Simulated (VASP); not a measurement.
A run of VASP 6.6.1 is set up as follows.

Contents of INCAR:

```
PREC = Accurate
ENCUT = 520
EDIFF = 1E-6
ISMEAR = 0
SIGMA = 0.1
LREAL = F
LASPH = T
NELM = 80
ALGO = Normal
ISIF = 2
LWAVE = F
LCHARG = F
GGA = PE
NBANDS = 27
```

Contents of KPOINTS:

```
Automatic mesh
0
Gamma
  10 10 8
```

File POSCAR:

```
Si2Ni
1.0
    2.6144586730      2.6144586730      0.0000000000
   -2.6144586730      2.6144586730      0.0000000000
    0.0000000000      0.0000000000      5.5775118358
Si Ni
4 2
Direct
    0.0000000000      0.5000000000      0.7500000000
    0.5000000000      0.0000000000      0.7500000000
    0.5000000000      0.0000000000      0.2500000000
    0.0000000000      0.5000000000      0.2500000000
    0.0000000000      0.0000000000      0.0000000000
    0.5000000000      0.5000000000      0.5000000000
```

Potentials or basis: VASP PAW PBE potentials, release 64 (Si, Ni).

Launch:

```sh
$ cat potpaw_PBE.64/Si/POTCAR potpaw_PBE.64/Ni/POTCAR > POTCAR
$ mpirun -np 1 vasp_std > vasp.out
```

Q: Estimate the pressure.

A: 9.1 GPa.

Q: What does it give for the band gap on the k mesh?

A: Zero (bands 18 and 19 overlap by 2.00 eV).

Stress tensor (GPa, compression positive):
```
10.59  0.00  0.00
 0.00 10.59  0.00
 0.00  0.00  6.27
```

Caveat: the cell differs from its parent crystal (biaxial strain in the a-b plane: -4.0 %); the cell stands under pressure. Spin polarisation is off, so any magnetic state and its effect on volume and gap are missing.
